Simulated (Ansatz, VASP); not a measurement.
Mo6CO: VASP beside Ansatz

Contents of INCAR:

```
SYSTEM = Mo6CO
  ALGO = Normal
  DIPOL = 0.5 0.5 0.325
  EDIFF = 1E-6
  ENCUT = 520
  GGA = PE
  IDIPOL = 3
  ISIF = 2
  ISMEAR = 0
  LASPH = .TRUE.
  LCHARG = .FALSE.
  LDIPOL = .TRUE.
  LREAL = .FALSE.
  LWAVE = .FALSE.
  NBANDS = 57
  NELM = 80
  PREC = Accurate
  SIGMA = 0.1
```

File KPOINTS:

```
k-points
0
G
  6 6 1
  0 0 0
```

POSCAR

```
Mo6CO
1.0
    4.4695765303      0.0000000000      0.0000000000
   -2.2347882651      3.8707668194      0.0000000000
    0.0000000000      0.0000000000     22.2595667262
Mo C O
6 1 1
Direct
    0.6666666667      0.3333333333      0.1796980170
    0.3333333333      0.6666666667      0.2206848206
    0.0000000000      0.0000000000      0.2616716241
    0.6666666667      0.3333333333      0.2990464568
    0.3333333333      0.6666666667      0.3355219825
    0.0000000000      0.0000000000      0.3710569405
    0.1666666667      0.3333333333      0.4537180283
    0.2964328752      0.5928657504      0.4797742408
```

Input for Ansatz:

```yaml
crystal:
  lattice:
    - [4.4695765303, 0.0, 0.0]
    - [-2.2347882651, 3.8707668194, 0.0]
    - [0.0, 0.0, 22.2595667262]
  atoms:
    - { symbol: Mo, position: [0.6666666667, 0.3333333333, 0.179698017] }
    - { symbol: Mo, position: [0.3333333333, 0.6666666667, 0.2206848206] }
    - { symbol: Mo, position: [0.0, 0.0, 0.2616716241] }
    - { symbol: Mo, position: [0.6666666667, 0.3333333333, 0.2990464568] }
    - { symbol: Mo, position: [0.3333333333, 0.6666666667, 0.3355219825] }
    - { symbol: Mo, position: [0.0, 0.0, 0.3710569405] }
    - { symbol: C, position: [0.1666666667, 0.3333333333, 0.4537180283] }
    - { symbol: O, position: [0.2964328752, 0.5928657504, 0.4797742408] }
basis:
  ecutwfc: 420
kpoints:
  mp_grid: { grid: [6, 6, 1] }
hamiltonian:
  xc: pbe
  pseudopotentials: { kind: paw, azcp: { folder: soft_1 } }
scf:
  occupations: { method: gaussian, width: 0.1 }
output:
  forces: true
  eigenvalues: true
efield:
  axis: 3
  dipole_correction: true
  ramp_width: 0.04
```

Alike in both runs: task single point; functional PBE; k mesh 6 × 6 × 1; occupations gaussian, width 0.1 eV; no spin polarisation.

```csv
,VASP,Ansatz
version,VASP 6.6.1,Ansatz 0.2.0
potentials or method,"VASP PAW PBE potentials, release 64 (Mo_sv, C, O), cutoff 520 eV","scalar-relativistic, plane waves, PAW"
valence electrons in the cell,94,94
```

VASP gave:

| Property | Result |
| --- | --- |
| gap on the k mesh at the Fermi level (eV) | 0.04 |
| least direct gap on the mesh (eV) | 0.05 |
| rms of the force components (eV/Å) | 0.864 |

Question: What did Ansatz give for the same quantities?

Answer: gap on the k mesh at the Fermi level (eV): 0.04; least direct gap on the mesh (eV): 0.05; rms of the force components (eV/Å): 0.810.

Atom by atom the forces differ by 0.228 eV/Å (rms over components).

Noted on VASP's run: the standard files for N, O and F lose accuracy on very short bonds.
